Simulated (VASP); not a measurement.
A run of VASP 6.6.1 is set up as follows.

INCAR

```
SYSTEM = Pb
PREC     = Accurate       ! precision mode
ENCUT    = 520            ! plane-wave cutoff, eV
EDIFF    = 1E-7           ! SCF threshold, eV
ISMEAR   = 1              ! smearing method
SIGMA    = 0.05           ! smearing width, eV
LREAL    = .FALSE.        ! projectors in reciprocal space
LASPH    = .TRUE.         ! aspherical terms in the spheres
NELM     = 60             ! most SCF steps
ALGO     = Normal         ! electronic algorithm
ISIF     = 2              ! what is computed and relaxed
LWAVE    = .FALSE.        ! write WAVECAR
LCHARG   = .FALSE.        ! write CHGCAR
GGA      = PS             ! functional
NBANDS   = 13             ! bands
```

The input KPOINTS:

```
Automatic mesh
0
G
  9 9 9
  0 0 0
```

The input POSCAR:

```
Pb
1.0
    0.0000000000      2.4750200000      2.4750200000
    2.4750200000      0.0000000000      2.4750200000
    2.4750200000      2.4750200000      0.0000000000
Pb
1
Direct
    0.0000000000      0.0000000000      0.0000000000
```

Potentials or basis: VASP PAW PBE potentials, release 64 (Pb_d).

Launch:

```sh
$ cat potpaw_PBE.64/Pb_d/POTCAR > POTCAR
$ mpirun -np 1 vasp_std > vasp.out
```

(1) What does it give for the band gap on the k mesh?

(2) Estimate the pressure.

Answers

(1) zero (band 7 reaches 14.51 eV, above the bottom of band 8 at 5.54 eV).

(2) -0.7 GPa.

Caveat: the PAW data sets were made with another functional, which shifts forces and pressure a little; spin-orbit coupling is left out, which moves the levels of the heavy elements.
